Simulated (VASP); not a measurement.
# Ir (Fm-3m) in VASP: a series of runs, part 2 of 2

VASP 6.6.1.

## 3. Single point, PBEsol

This run uses another cell than the first one, of 13.65 Å³/atom, 0.972 times its volume.

Input file INCAR:

```
SYSTEM = Ir
  PREC = Accurate
  ENCUT = 500
  EDIFF = 1E-6
  ISMEAR = 0
  SIGMA = 0.1
  LREAL = .False.
  LASPH = .True.
  NELM = 120
  ALGO = Normal
  ISIF = 2
  LWAVE = .False.
  LCHARG = .False.
  GGA = PS
  NBANDS = 14
  GGA_COMPAT = .False.
```

Input file KPOINTS:

```
regular mesh
0
Gamma
  18 18 18
  0 0 0
```

Input file POSCAR:

```
Ir
1.0
    0.0000000000      1.8968025355      1.8968025355
    1.8968025355      0.0000000000      1.8968025355
    1.8968025355      1.8968025355      0.0000000000
Ir
1
Direct
    0.0000000000      0.0000000000      0.0000000000
```

Potentials or basis: VASP PAW PBE potentials, release 64 (Ir_sv_GW).

Run with:

```
cat potpaw_PBE.64/Ir_sv_GW/POTCAR > POTCAR
mpirun -np 1 vasp_std > vasp.out
```

OUTCAR:

```text
SYSTEM = Ir
   PREC = Accurate
   ENCUT = 500
   EDIFF = 1E-6
   ISMEAR = 0
   LREAL = .False.
   LASPH = .True.
   NELM = 120
   ISIF = 2
   GGA = PS

 ion  position               nearest neighbor table
   1  0.000  0.000  0.000-

  LATTYP: Found a face centered cubic cell.
 ALAT       =     3.7936050710

  Lattice vectors:

 A1 = (   0.0000000000,   1.8968025355,   1.8968025355)
 A2 = (   1.8968025355,   0.0000000000,   1.8968025355)
 A3 = (   1.8968025355,   1.8968025355,   0.0000000000)

Analysis of symmetry for initial positions (statically):
=====================================================================
 Subroutine PRICEL returns:
 Original cell was already a primitive cell.

 Routine SETGRP: Setting up the symmetry group for a
 face centered cubic supercell.

 Subroutine GETGRP returns: Found 48 space group operations
 (whereof 48 operations were pure point group operations)
 out of a pool of 48 trial point group operations.

The static configuration has the point symmetry O_h .

Analysis of symmetry for dynamics (positions and initial velocities):
=====================================================================
 Subroutine PRICEL returns:
 Original cell was already a primitive cell.

 Routine SETGRP: Setting up the symmetry group for a
 face centered cubic supercell.

 Subroutine GETGRP returns: Found 48 space group operations
 (whereof 48 operations were pure point group operations)
 out of a pool of 48 trial point group operations.

The dynamic configuration has the point symmetry O_h .

 Subroutine INISYM returns: Found 48 space group operations
 (whereof 48 operations are pure point group operations),
 and found     1 'primitive' translations

----------------------------------------------------------------------------------------

                                     Primitive cell

  volume of cell :      13.6489

  direct lattice vectors                    reciprocal lattice vectors
     0.000000000  1.896802535  1.896802535    -0.263601503  0.263601503  0.263601503
     1.896802535  0.000000000  1.896802535     0.263601503 -0.263601503  0.263601503
     1.896802535  1.896802535  0.000000000     0.263601503  0.263601503 -0.263601503

  length of vectors
     2.682483871  2.682483871  2.682483871     0.456571197  0.456571197  0.456571197

  position of ions in fractional coordinates (direct lattice)
     0.000000000  0.000000000  0.000000000

  ion indices of the primitive-cell ions
   primitive index   ion index
                 1           1

----------------------------------------------------------------------------------------

 KPOINTS: regular mesh

Automatic generation of k-mesh.
 Grid dimensions read from file:
 generate k-points for:   18   18   18

 Generating k-lattice:

  Cartesian coordinates                     Fractional coordinates (reciprocal lattice)
    -0.014644528  0.014644528  0.014644528     0.055555556  0.000000000  0.000000000
     0.014644528 -0.014644528  0.014644528     0.000000000  0.055555556  0.000000000
     0.014644528  0.014644528 -0.014644528     0.000000000  0.000000000  0.055555556

  Length of vectors
     0.025365066  0.025365066  0.025365066

  Shift w.r.t. Gamma in fractional coordinates (k-lattice)
     0.000000000  0.000000000  0.000000000

 Subroutine IBZKPT returns following result:
 ===========================================

 Found    195 irreducible k-points:

 Following reciprocal coordinates:
            Coordinates               Weight
  0.000000  0.000000  0.000000      1.000000
  0.055556  0.000000  0.000000      8.000000
  0.111111  0.000000  0.000000      8.000000
  0.166667  0.000000  0.000000      8.000000
  0.222222  0.000000  0.000000      8.000000
  0.277778  0.000000  0.000000      8.000000
[... 16 lines left out ...]
 -0.277778  0.055556  0.000000     24.000000
 -0.222222  0.055556  0.000000     24.000000
 [... further k-points ...]
   k-points           NKPTS =    195   k-points in BZ     NKDIM =    195   number of bands    NBANDS=     14
   number of dos      NEDOS =    301   number of ions     NIONS =      1
   total plane-waves  NPLWV =   8000
   dimension x,y,z NGX =    20 NGY =   20 NGZ =   20
   dimension x,y,z NGXF=    40 NGYF=   40 NGZF=   40
   ions per type =               1
   NGX,Y,Z   is equivalent  to a cutoff of  12.39, 12.39, 12.39 a.u.
   NGXF,Y,Z  is equivalent  to a cutoff of  24.79, 24.79, 24.79 a.u.
 SYSTEM =  Ir
   PREC   = accura    normal or accurate (medium, high low for compatibility)
   ISTART =      0    job   : 0-new  1-cont  2-samecut
   ICHARG =      2    charge: 1-file 2-atom 10-const
   ISPIN  =      1    spin polarized calculation?
   LNONCOLLINEAR =      F non collinear calculations
   LSORBIT =      F    spin-orbit coupling
   LASPH  =      T    aspherical Exc in radial PAW
   ENCUT  =  500.0 eV  36.75 Ry    6.06 a.u.   4.89  4.89  4.89*2*pi/ulx,y,z
   NELM   =    120;   NELMIN=  2; NELMDL= -5     # of ELM steps
   EDIFF  = 0.1E-05   stopping-criterion for ELM
   LREAL  =      F    real-space projection
   EDIFFG = 0.1E-04   stopping-criterion for IOM
   NSW    =      0    number of steps for IOM
   IBRION =     -1    ionic relax: 0-MD 1-quasi-New 2-CG
   NFREE  =      0    steps in history (QN), initial steepest desc. (CG)
   ISIF   =      2    stress and relaxation
   ISYM   =      2    0-nonsym 1-usesym 2-fastsym
   POTIM  = 0.5000    time-step for ionic-motion
   TEBEG  =    0.0;   TEEND  =   0.0 temperature during run
   PSTRESS=    0.0 pullay stress
   NELECT =      17.0000    total number of electrons
   NUPDOWN=      -1.0000    fix difference up-down
   EMIN   =  10.00;   EMAX   =-10.00  energy-range for DOS
   EFERMI =   0.00;   METHOD = LEGACY
   ISMEAR =     0;   SIGMA  =   0.10  broadening in eV -4-tet -1-fermi 0-gaus
   EFERMI_NEDOS =   21; number of points for ismear=-14 and -15
   IALGO  =     38    algorithm
   IMIX   =      4    mixing-type and parameters
     AMIX     =   0.40;   BMIX     =  1.00
     AMIX_MAG =   1.60;   BMIX_MAG =  1.00
  volume/ion in A,a.u.               =      13.65        92.11
  Fermi-wavevector in a.u.,A,eV,Ry     =   1.761404  3.328571 42.212682  3.102545
  Thomas-Fermi vector in A             =   2.829980
   LORBIT       =      0    0 simple, 1 ext, 2 COOP (PROOUT), +10 PAW based schemes
   GGA     = PS    functional components
   LHFCALC =     F    Hartree Fock is set to
   AEXX    =    0.0000 exact exchange contribution
   IVDW    =     0    specifies the selected vdW correction
   LEPSILON=     F    determine dielectric tensor
   LRPA    =     F    only Hartree local field effects (RPA)
 non-spin polarized calculation
 Gauss-broadening in eV      SIGMA  =   0.10
  energy-cutoff  :      500.00
  volume of cell :       13.65
 maximum number of plane-waves:       356
   NGX =  9   NGY =  9   NGZ =  9

 number of electron      17.0000000 magnetization

 Free energy of the ion-electron system (eV)
  ---------------------------------------------------
  ext. energy  EPLUGINS =         0.00000000
  ---------------------------------------------------
  free energy    TOTEN  =       -10.38448197 eV

  energy without entropy =      -10.37976367  energy(sigma->0) =      -10.38212282

 E-fermi :  13.4890     XC(G=0): -14.9383

 val. band max:       13.4800609621   @ k =   0.5000   0.2222   0.1111
 cond. band min:      13.5022945473   @ k =   0.3333   0.1111   0.0556
 fundamental gap:      0.0222335852
 Fermi energy:        13.4889698889

 k-point     1 :       0.0000    0.0000    0.0000
  band No.  band energies     occupation
      1     -79.6560      2.00000
      2     -36.0247      2.00000
      3     -36.0247      2.00000
      4     -36.0247      2.00000
      5       1.8936      2.00000
      6       9.3344      2.00000
      7       9.3344      2.00000
      8       9.3344      2.00000
      9      12.2041      2.00000
     10      12.2041      2.00000
     11      26.9216      0.00000
     12      32.6293      0.00000
     13      32.6293      0.00000
     14      32.6293      0.00000
[... 375 lines left out ...]
 k-point    24 :      -0.2222    0.0556    0.0000
  band No.  band energies     occupation
      1     -79.6187      2.00000
      2     -36.4598      2.00000
      3     -36.1145      2.00000
      4     -36.0760      2.00000
      5       4.1825      2.00000
      6       8.6280      2.00000
      7       9.8130      2.00000
      8       9.9088      2.00000
      9      11.8717      2.00000
     10      12.7926      2.00000
     11      27.3419      0.00000
     12      30.0840      0.00000
     13      35.3797      0.00000
     14      36.6268      0.00000

 [... further k-points ...]
[... 5 lines left out ...]
  --------------------------------------------------------------------------------------
  -------------------------------------------------------------------------------------
  Total        0.7339632      0.7339632      0.7339632     -0.0000000      0.0000000      0.0000000
  in kB       86.1565969     86.1565969     86.1565969     -0.0000000      0.0000000      0.0000000
  external PRESSURE =      86.1565969 kB  Pullay stress =       0.0000000 kB

 VOLUME and BASIS-vectors are now :
 -----------------------------------------------------------------------------
  energy-cutoff  :      500.00
  volume of cell :       13.65
      direct lattice vectors                 reciprocal lattice vectors
     0.000000000  1.896802535  1.896802535    -0.263601503  0.263601503  0.263601503
     1.896802535  0.000000000  1.896802535     0.263601503 -0.263601503  0.263601503
     1.896802535  1.896802535  0.000000000     0.263601503  0.263601503 -0.263601503

 POSITION                                       TOTAL-FORCE (eV/Angst)
 -----------------------------------------------------------------------------------
      0.00000      0.00000      0.00000         0.000000      0.000000      0.000000
 -----------------------------------------------------------------------------------
    total drift:                                0.000000     -0.000000     -0.000000

  FREE ENERGIE OF THE ION-ELECTRON SYSTEM (eV)
  ---------------------------------------------------
  free  energy   TOTEN  =       -10.3844819680 eV

  energy  without entropy=      -10.3797636656  energy(sigma->0) =      -10.38212282
```

stdout:

```text
POSCAR found type information on POSCAR Ir
 POSCAR found :  1 types and       1 ions
 scaLAPACK will be used
 -----------------------------------------------------------------------------
|                                                                             |
|                                                                             |
|     You enforced a specific xc type in the INCAR file but a different       |
|     I HOPE YOU KNOW WHAT YOU ARE DOING!                                     |
|                                                                             |
 -----------------------------------------------------------------------------

 LDA part: xc-table for (Slater+PW92), standard interpolation
 POSCAR, INCAR and KPOINTS ok, starting setup
 FFT: planning ... GRIDC
 FFT: planning ... GRID_SOFT
 FFT: planning ... GRID
 WAVECAR not read
 entering main loop
```

Run time: 17 s. Hardware: 1 thread of Intel Xeon 6975P-C (Granite Rapids), shared host; peak memory 0.16 GiB.

What came out:

| Quantity | Value |
| --- | --- |
| Free energy | -10.3845 eV |
| Pressure | 8.6 GPa |

Caveat: the PAW data sets were made with another functional, which shifts forces and pressure a little; spin-orbit coupling is left out, which moves the levels of the heavy elements.

## 4. Single point, PBEsol

This run uses another cell than the first one, of 14.31 Å³/atom, 1.019 times its volume.

Input file INCAR:

```
SYSTEM = Ir
ALGO = Normal ; EDIFF = 1E-6
ENCUT = 500 ; GGA = PS
GGA_COMPAT = .FALSE. ; ISIF = 2
ISMEAR = 0 ; LASPH = .TRUE.
LCHARG = .FALSE. ; LREAL = .FALSE.
LWAVE = .FALSE. ; NBANDS = 10
NELM = 120 ; PREC = Accurate
SIGMA = 0.1
```

Input file KPOINTS:

```
k-points
0
G
  8 8 8
  0 0 0
```

Input file POSCAR:

```
Ir
1.0
    0.0000000000      1.9269646676      1.9269646676
    1.9269646676      0.0000000000      1.9269646676
    1.9269646676      1.9269646676      0.0000000000
Ir
1
Direct
    0.0000000000      0.0000000000      0.0000000000
```

Potentials or basis: VASP PAW PBE potentials, release 64 (Ir).

Run with:

```
cat potpaw_PBE.64/Ir/POTCAR > POTCAR
mpirun -np 1 vasp_std > vasp.out
```

Wall time 3.6 s (1 thread of Intel Xeon 6975P-C (Granite Rapids), shared host); peak memory 0.12 GiB.

It converged, with:

```
Free energy : -9.7440 eV
Pressure    : -4.6 GPa
```

Levels at points of the mesh, in eV from the Fermi level:
| k point | band 1 | band 2 | band 3 | band 4 | band 5 | band 6 | band 7 | band 8 |
| --- | --- | --- | --- | --- | --- | --- | --- | --- |
| (0.00, 0.00, 0.00) | -11.12 | -3.89 | -3.89 | -3.89 | -1.21 | -1.21 | 14.27 | 19.80 |
| (0.50, 0.00, 0.00) | -8.08 | -3.98 | -3.98 | -0.84 | 0.84 | 0.84 | 7.06 | 13.81 |
| (0.50, 0.50, 0.00) | -7.85 | -7.30 | 0.83 | 1.39 | 1.39 | 1.59 | 10.26 | 11.56 |

Caveat: the PAW data sets were made with another functional, which shifts forces and pressure a little; spin-orbit coupling is left out, which moves the levels of the heavy elements.

## 5. Single point, PBEsol (equal strain along all axes, cell held: -3.0 %)

Input file INCAR:

```
SYSTEM = Ir
ALGO = Fast
EDIFF = 1E-7
ENCUT = 520
GGA = PS
ISIF = 2
ISMEAR = 0
LASPH = .TRUE.
LCHARG = .FALSE.
LREAL = .FALSE.
LWAVE = .FALSE.
NBANDS = 16
NELM = 80
PREC = Accurate
SIGMA = 0.1
```

Input file KPOINTS:

```
k-points
0
G
  20 20 14
  0 0 0
```

Input file POSCAR:

```
Ir
1.0
    1.8576192191      1.8576192191      0.0000000000
   -1.8576192191      1.8576192191      0.0000000000
    0.0000000000      0.0000000000      3.7152384381
Ir
2
Direct
    0.0000000000      0.0000000000      0.0000000000
    0.5000000000      0.5000000000      0.5000000000
```

Run with:

```
cat potpaw_PBE.64/Ir/POTCAR > POTCAR
mpirun -np 1 vasp_std > vasp.out
```

Wall time 3.8 min (1 thread of Intel Xeon Platinum 8259CL at 2.50GHz (Skylake/Cascade Lake), shared host); peak memory 0.29 GiB.

The run converged. Its results:

```yaml
Free_energy: -19.3114 eV
Pressure: 46.5 GPa
Band_gap_on_the_k_mesh: zero (band 9 reaches 13.84 eV, above the bottom of band 10 at 9.84 eV)
```

Levels at points of the mesh, in eV from the Fermi level:
```tsv
k point	band 5	band 6	band 7	band 8	band 9	band 10	band 11	band 12	band 13	band 14
(0.00, 0.00, 0.00)	-4.52	-4.51	-1.35	-1.34	1.10	1.69	1.80	1.80	11.93	12.17
(0.50, 0.00, 0.00)	-5.31	-5.31	-2.85	-2.85	-1.60	-1.60	3.36	3.36	12.51	12.51
(0.50, 0.50, 0.00)	1.10	1.10	1.69	1.69	1.80	1.80	1.80	1.80	12.16	12.17
(0.00, 0.00, 0.50)	-3.53	-3.53	-2.19	-2.19	-2.19	-2.19	-0.22	-0.22	18.48	18.48
(0.50, 0.00, 0.50)	-4.65	-4.65	-1.04	-1.04	1.11	1.11	1.11	1.11	8.33	8.33
(0.50, 0.50, 0.50)	-5.62	-5.62	-2.12	-2.12	1.81	1.81	9.13	9.13	9.81	9.81
```

Caveat: the cell differs from its parent crystal (equal strain along all axes, cell held: -3.0 %); the PAW data sets were made with another functional, which shifts forces and pressure a little; spin-orbit coupling is left out, which moves the levels of the heavy elements.

## 6. Overview

| potentials or basis | cell | k mesh | cutoff (eV) | second run | gap on the mesh (eV) | pressure (GPa) |
| --- | --- | --- | --- | --- | --- | --- |
| VASP PAW PBE potentials, release 64 (Ir_sv_GW) | a = 2.708 Å, angles 60.0°, 1 atom | 18 × 18 × 18 | 500 | valence_matched | none | -3.2 |
| VASP PAW PBE potentials, release 64 (Ir_sv_GW) | a = 2.682 Å, angles 60.0°, 1 atom | 18 × 18 × 18 | 500 | valence_matched | none | 8.6 |
| VASP PAW PBE potentials, release 64 (Ir) | a = 2.725 Å, angles 60.0°, 1 atom | 8 × 8 × 8 | 500 | - | none | -4.6 |
| VASP PAW PBE potentials, release 64 (Ir) | a = 2.627, b = 2.627, c = 3.715 Å, 2 atoms | 20 × 20 × 14 | 520 | - | none | 46.5 |

Alike in all rows: task single point; level PBEsol; no spin polarisation; smearing gaussian 0.1 eV.

Caveats: the PAW data sets were made with another functional, which shifts forces and pressure a little; spin-orbit coupling is left out, which moves the levels of the heavy elements.

Total energies depend on the potentials used, so only differences within one code and one set of settings carry meaning.
